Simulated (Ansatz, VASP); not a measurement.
**One calculation of GaAs, two programs**

```xyz
2
Lattice="0.0000 2.6920 2.8331 2.6920 0.0000 2.8331 2.6920 2.6920 0.0000" Properties=species:S:1:pos:R:3 pbc="T T T"
Ga    0.0000    0.0000    0.0000
As    1.3460    1.3460    1.4165
```

Change from the starting cell: biaxial_xy strain -5.0%.

Alike in both runs: task single point; functional r2SCAN; k mesh 8 × 8 × 8; no spin polarisation.

```csv
,VASP,Ansatz
version,VASP 6.6.1,Ansatz 0.2.0
potentials or method,"VASP PAW PBE potentials, release 64 (Ga_d, As)","plane waves, PAW"
plane-wave cutoff (eV),550,500
occupations,"gaussian, width 0.01 eV",fixed
valence electrons in the cell,18,28
```

|  | VASP | Ansatz | Ansatz less VASP |
| --- | --- | --- | --- |
| gap on the k mesh at the Fermi level (eV) | 1.33 | 1.34 | +0.010 |
| pressure (GPa) | 9.4 | 9.3 | -0.12 |
| traceless stress, the component that is largest in VASP (GPa) | -2.57 | -2.59 | -0.022 |

VASP's potentials were made for PBE, not for r2SCAN. VASP's potentials hold 18 valence electrons a cell and Ansatz's 28, so a difference there can come from the potentials and not from the codes.
